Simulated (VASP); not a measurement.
Write the native input for VASP 6.6.1 that does the following.

- Task: single point
- Functional: PBEsol
- Potentials or basis: VASP PAW PBE potentials, release 64 (Cu)
- Cutoff: 520 eV
- k mesh: 12 × 12 × 7
- Occupations: fermi-dirac, width 0.1 eV
- Spin: no spin polarisation
- Dipole correction: no
- Further INCAR settings: ALGO = Normal; EDIFF = 1e-06; NBANDS = 18

The structure of Cu lies in POSCAR:

```
Cu
1.0
    2.5340970000      0.0000000000      0.0000000000
   -1.2670480000      2.1945920000      0.0000000000
    0.0000000000      0.0000000000      4.1125710000
Cu
2
Direct
    0.3333333333      0.6666666667      0.2500000000
    0.6666666667      0.3333333333      0.7500000000
```

This isn't the form of Cu at room conditions, which is fcc.

These files were run (other wordings do the same):

INCAR

```
SYSTEM = Cu
PREC     = Accurate       ! precision mode
ENCUT    = 520            ! plane-wave cutoff, eV
EDIFF    = 1E-6           ! SCF threshold, eV
ISMEAR   = -1             ! smearing method
SIGMA    = 0.1            ! smearing width, eV
LREAL    = .FALSE.        ! projectors in reciprocal space
LASPH    = .TRUE.         ! aspherical terms in the spheres
NELM     = 60             ! most SCF steps
ALGO     = Normal         ! electronic algorithm
ISIF     = 2              ! what is computed and relaxed
LWAVE    = .FALSE.        ! write WAVECAR
LCHARG   = .FALSE.        ! write CHGCAR
GGA      = PS             ! functional
NBANDS   = 18             ! bands
```

KPOINTS

```
regular mesh
0
G
  12 12 7
  0 0 0
```

Potentials or basis: VASP PAW PBE potentials, release 64 (Cu).

Run with:

```sh
$ cat potpaw_PBE.64/Cu/POTCAR > POTCAR
$ mpirun -np 1 vasp_std > vasp.out
```

It gave:

| Quantity | Value |
| --- | --- |
| Pressure | -0.7 GPa |
| Band gap on the k mesh | zero (bands 11 and 12 overlap by 5.93 eV) |

Caveat: the PAW data sets were made with another functional, which shifts forces and pressure a little.

Run time: 28 s on 1 thread of Intel Xeon 8259CL, on a shared host, peak memory 0.15 GiB.
